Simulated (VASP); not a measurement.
# K7NaCl8 in VASP: single point with PBE

Aim: the single point of K7NaCl8 with PBE.

Program: VASP 6.6.1. These are calculated values, not measurements. Logs are shortened: lines on timing, memory, paths and dates and some standing lists are left out, and cuts for length are marked.

**1. The cell of the first run**

The cell holds a disordered packing, 16 atoms: a = 7.547 Å, b = 7.643 Å, c = 8.720 Å, α = 90.29°, β = 89.91°, γ = 90.69°.

**2. Single point, PBE**

INCAR reads:

```
PREC     = Accurate       # precision mode
ENCUT    = 400            # plane-wave cutoff, eV
EDIFF    = 1E-6           # SCF threshold, eV
ISMEAR   = 0              # smearing method
SIGMA    = 0.1            # smearing width, eV
LREAL    = Auto         
LASPH    = True           # aspherical terms in the spheres
NELM     = 120            # most SCF steps
ALGO     = Normal         # electronic algorithm
ISIF     = 2              # what is computed and relaxed
LWAVE    = False          # write WAVECAR
LCHARG   = False          # write CHGCAR
GGA      = PE             # functional
NBANDS   = 77             # bands
ISYM     = -1           
GGA_COMPAT= False
```

KPOINTS reads:

```
explicit points
1
Reciprocal
  0.25000000   0.25000000   0.25000000 1
```

POSCAR reads:

```
K7NaCl8
1.0
    7.5471273089     -0.0448637757      0.0012867174
   -0.0461064272      7.6426989663     -0.0151247992
    0.0118970016     -0.0262350918      8.7202469952
Na Cl K
1 8 7
Direct
    0.5671698874      0.1965468308      0.8552227147
    0.4071832200      0.4361466721      0.6155934851
    0.8858639221      0.4346955475      0.8567374655
    0.7301834105      0.9529966763      0.0989244392
    0.9052370559      0.4507159857      0.3569352556
    0.2311919365      0.9395063694      0.3567967717
    0.7289326498     -0.0448233795      0.6163534917
    0.4073826202      0.4354136955      0.0968501159
    0.2503157482      0.9560130290      0.8563266771
    0.0681389143      0.6955231302      0.6128201202
    0.0679682578      0.1951856534      0.6086312278
    0.0685409127      0.6947969880      0.1008314181
    0.5681181255      0.1949684641      0.3560666553
    0.0678779618      0.1950267252      0.1043909206
    0.5682336459      0.6950495943      0.3568501148
    0.5683632468      0.6959440120      0.8571996975
```

Potentials or basis: VASP PAW PBE potentials, release 64 (Na_pv, Cl, K_sv).

Command:

```
cat potpaw_PBE.64/Na_pv/POTCAR potpaw_PBE.64/Cl/POTCAR potpaw_PBE.64/K_sv/POTCAR > POTCAR
mpirun -np 1 vasp_std > vasp.out
```

OUTCAR:

```text
PREC = Accurate
   ENCUT = 400
   EDIFF = 1E-6
   ISMEAR = 0
   LREAL = Auto
   LASPH = True
   NELM = 120
   ISIF = 2
   GGA = PE
   ISYM = -1

 ion  position               nearest neighbor table
   1  0.567  0.197  0.855-
   2  0.407  0.436  0.616-  16 3.13  11 3.14  13 3.16  15 3.23
   3  0.886  0.435  0.857-  16 3.14  11 3.15  14 3.16  12 3.21  10 3.22
   4  0.730  0.953  0.099-  16 3.12  14 3.13  13 3.15  15 3.23
   5  0.905  0.451  0.357-  10 3.15  12 3.16  15 3.17  13 3.19  14 3.19  11 3.20
   6  0.231  0.940  0.357-  12 3.15  10 3.16  15 3.17  13 3.19  11 3.19  14 3.21
   7  0.729  0.955  0.616-  16 3.13  11 3.13  13 3.18  15 3.23
   8  0.407  0.435  0.097-  16 3.13  14 3.14  13 3.17  15 3.23
   9  0.250  0.956  0.856-  16 3.13  14 3.15  11 3.16  10 3.20  12 3.22
  10  0.068  0.696  0.613-   5 3.15   6 3.16   9 3.20   3 3.22
  11  0.068  0.195  0.609-   7 3.13   2 3.14   3 3.15   9 3.16   6 3.19   5 3.20
  12  0.069  0.695  0.101-   6 3.15   5 3.16   3 3.21   9 3.22
  13  0.568  0.195  0.356-   4 3.15   2 3.16   8 3.17   7 3.18   6 3.19   5 3.19
  14  0.068  0.195  0.104-   4 3.13   8 3.14   9 3.15   3 3.16   5 3.19   6 3.21
  15  0.568  0.695  0.357-   5 3.17   6 3.17   4 3.23   7 3.23   8 3.23   2 3.23
  16  0.568  0.696  0.857-   4 3.12   2 3.13   7 3.13   8 3.13   9 3.13   3 3.14

IMPORTANT INFORMATION: All symmetrisations will be switched off!
NOSYMM: (Re-)initialisation of all symmetry stuff for point group C_1.

----------------------------------------------------------------------------------------

                                     Primitive cell

  volume of cell :     502.9664

  direct lattice vectors                    reciprocal lattice vectors
     7.547127309 -0.044863776  0.001286717     0.132505526  0.000799019 -0.000178373
    -0.046106427  7.642698966 -0.015124799     0.000777765  0.130849298  0.000392602
     0.011897002 -0.026235092  8.720246995    -0.000018203  0.000226833  0.114676358

  length of vectors
     7.547260763  7.642853005  8.720294575     0.132508055  0.130852199  0.114676584

  position of ions in fractional coordinates (direct lattice)
     0.567169887  0.196546831  0.855222715
     0.407183220  0.436146672  0.615593485
     0.885863922  0.434695547  0.856737465
     0.730183410  0.952996676  0.098924439
     0.905237056  0.450715986  0.356935256
     0.231191936  0.939506369  0.356796772
[... 8 lines left out ...]
     0.568233646  0.695049594  0.356850115
     0.568363247  0.695944012  0.857199698

  ion indices of the primitive-cell ions
   primitive index   ion index
                 1           1
                 2           2
                 3           3
                 4           4
                 5           5
                 6           6
[... 8 lines left out ...]
                15          15
                16          16

----------------------------------------------------------------------------------------

 KPOINTS: explicit points

Read explicit list of k-points.

 Found      1 k-points:

 Following reciprocal coordinates:
            Coordinates               Weight
  0.250000  0.250000  0.250000      1.000000
   k-points           NKPTS =      1   k-points in BZ     NKDIM =      1   number of bands    NBANDS=     77
   number of dos      NEDOS =    301   number of ions     NIONS =     16
   total plane-waves  NPLWV = 150000
   dimension x,y,z NGX =    50 NGY =   50 NGZ =   60
   dimension x,y,z NGXF=   100 NGYF=  100 NGZF=  120
   ions per type =               1   8   7
   NGX,Y,Z   is equivalent  to a cutoff of  11.01, 10.88, 11.44 a.u.
   NGXF,Y,Z  is equivalent  to a cutoff of  22.03, 21.75, 22.88 a.u.
 SYSTEM =  unknown system
   PREC   = accura    normal or accurate (medium, high low for compatibility)
   ISTART =      0    job   : 0-new  1-cont  2-samecut
   ICHARG =      2    charge: 1-file 2-atom 10-const
   ISPIN  =      1    spin polarized calculation?
   LNONCOLLINEAR =      F non collinear calculations
   LSORBIT =      F    spin-orbit coupling
   LASPH  =      T    aspherical Exc in radial PAW
   ENCUT  =  400.0 eV  29.40 Ry    5.42 a.u.  12.31 12.46 14.22*2*pi/ulx,y,z
   NELM   =    120;   NELMIN=  2; NELMDL= -5     # of ELM steps
   EDIFF  = 0.1E-05   stopping-criterion for ELM
   LREAL  =      T    real-space projection
   EDIFFG = 0.1E-04   stopping-criterion for IOM
   NSW    =      0    number of steps for IOM
   IBRION =     -1    ionic relax: 0-MD 1-quasi-New 2-CG
   NFREE  =      0    steps in history (QN), initial steepest desc. (CG)
   ISIF   =      2    stress and relaxation
   ISYM   =     -1    0-nonsym 1-usesym 2-fastsym
   POTIM  = 0.5000    time-step for ionic-motion
   TEBEG  =    0.0;   TEEND  =   0.0 temperature during run
   PSTRESS=    0.0 pullay stress
   NELECT =     126.0000    total number of electrons
   NUPDOWN=      -1.0000    fix difference up-down
   EMIN   =  10.00;   EMAX   =-10.00  energy-range for DOS
   EFERMI =   0.00;   METHOD = LEGACY
   ISMEAR =     0;   SIGMA  =   0.10  broadening in eV -4-tet -1-fermi 0-gaus
   EFERMI_NEDOS =   21; number of points for ismear=-14 and -15
   IALGO  =     38    algorithm
   IMIX   =      4    mixing-type and parameters
     AMIX     =   0.40;   BMIX     =  1.00
     AMIX_MAG =   1.60;   BMIX_MAG =  1.00
  volume/ion in A,a.u.               =      31.44       212.14
  Fermi-wavevector in a.u.,A,eV,Ry     =   1.032013  1.950223 14.490909  1.065052
  Thomas-Fermi vector in A             =   2.166190
   LORBIT       =      0    0 simple, 1 ext, 2 COOP (PROOUT), +10 PAW based schemes
   GGA     = PE    functional components
   LHFCALC =     F    Hartree Fock is set to
   AEXX    =    0.0000 exact exchange contribution
   IVDW    =     0    specifies the selected vdW correction
   LEPSILON=     F    determine dielectric tensor
   LRPA    =     F    only Hartree local field effects (RPA)
 non-spin polarized calculation
 Gauss-broadening in eV      SIGMA  =   0.10
  energy-cutoff  :      400.00
  volume of cell :      502.97
 maximum number of plane-waves:      9138
 NGX is ok and might be reduce to    50
   NGX = 25   NGY = 25   NGZ = 29

 number of electron     126.0000001 magnetization

 Free energy of the ion-electron system (eV)
  ---------------------------------------------------
  ext. energy  EPLUGINS =         0.00000000
  ---------------------------------------------------
  free energy    TOTEN  =       -53.82472558 eV

  energy without entropy =      -53.82472558  energy(sigma->0) =      -53.82472558

 E-fermi :  -1.3554     XC(G=0):  -7.4173

 val. band max:       -1.9358935675   @ k =   0.2500   0.2500   0.2500
 cond. band min:       3.8948192571   @ k =   0.2500   0.2500   0.2500
 fundamental gap:      5.8307128246
 Fermi energy:        -1.3553639188

 k-point     1 :       0.2500    0.2500    0.2500
  band No.  band energies     occupation
      1     -29.4154      2.00000
      2     -29.4117      2.00000
      3     -29.4094      2.00000
      4     -29.2383      2.00000
      5     -29.2133      2.00000
      6     -29.2087      2.00000
[... 67 lines left out ...]
     74       6.0857      0.00000
     75       6.1870      0.00000
 [bands above 75 left out]

------------------------ aborting loop because EDIFF is reached ----------------------------------------

  FORCE on cell =-STRESS in cart. coord.  units (eV):
  Direction    XX          YY          ZZ          XY          YZ          ZX
  --------------------------------------------------------------------------------------
  -------------------------------------------------------------------------------------
  Total       -0.0341385     -0.0078978     -0.0271417      0.0197075      0.0253518     -0.0273743
  in kB       -0.1087466     -0.0251582     -0.0864587      0.0627772      0.0807569     -0.0871996
  external PRESSURE =      -0.0734545 kB  Pullay stress =       0.0000000 kB

 VOLUME and BASIS-vectors are now :
 -----------------------------------------------------------------------------
  energy-cutoff  :      400.00
  volume of cell :      502.97
      direct lattice vectors                 reciprocal lattice vectors
     7.547127309 -0.044863776  0.001286717     0.132505526  0.000799019 -0.000178373
    -0.046106427  7.642698966 -0.015124799     0.000777765  0.130849298  0.000392602
     0.011897002 -0.026235092  8.720246995    -0.000018203  0.000226833  0.114676358

 POSITION                                       TOTAL-FORCE (eV/Angst)
 -----------------------------------------------------------------------------------
      4.28162      1.45427      7.45551         0.004239     -0.002158      0.001290
      3.06028      3.29892      5.36205         0.003347     -0.001594      0.005493
      6.67588      3.26003      7.46553        -0.007068     -0.003250      0.001177
      5.46802      7.24811      0.84917        -0.007763      0.007964     -0.009452
      6.81540      3.39471      3.10691        -0.000380      0.000346     -0.002498
      1.70576      7.16063      3.09744         0.002154     -0.000781     -0.002737
[... 8 lines left out ...]
      4.26073      5.27720      3.10204         0.000707     -0.000963      0.002459
      4.26762      5.27090      7.46520         0.000061     -0.003574     -0.004869
 -----------------------------------------------------------------------------------
    total drift:                                0.000815     -0.000750      0.000812

  FREE ENERGIE OF THE ION-ELECTRON SYSTEM (eV)
  ---------------------------------------------------
  free  energy   TOTEN  =       -53.8247255836 eV

  energy  without entropy=      -53.8247255836  energy(sigma->0) =      -53.82472558
```

Run time: 47 s. Hardware: 1 thread of AMD EPYC 7R13 (Zen 3), shared host; peak memory 0.32 GiB.

What came out:

```
Free energy   : -53.8247 eV
Pressure      : 0.0 GPa
Largest force : 0.015 eV/Å
```

Forces in eV/Å, atoms in the order of the input:
```
Na   0.004 -0.002  0.001
Cl   0.003 -0.002  0.005
Cl  -0.007 -0.003  0.001
Cl  -0.008  0.008 -0.009
Cl   0.000  0.000 -0.002
Cl   0.002 -0.001 -0.003
Cl  -0.005  0.003  0.005
Cl   0.001 -0.004 -0.004
Cl   0.009  0.003  0.002
K   -0.001 -0.002 -0.001
K    0.000  0.002 -0.002
K   -0.002  0.000  0.000
K    0.001  0.001  0.005
K    0.001  0.001  0.004
K    0.001 -0.001  0.002
K    0.000 -0.004 -0.005
```

Levels at points of the mesh, in eV from the Fermi level:
```csv
k point,band 61,band 62,band 63,band 64,band 65,band 66
"(0.25, 0.25, 0.25)",-0.69,-0.66,-0.58,5.25,6.39,6.61
```
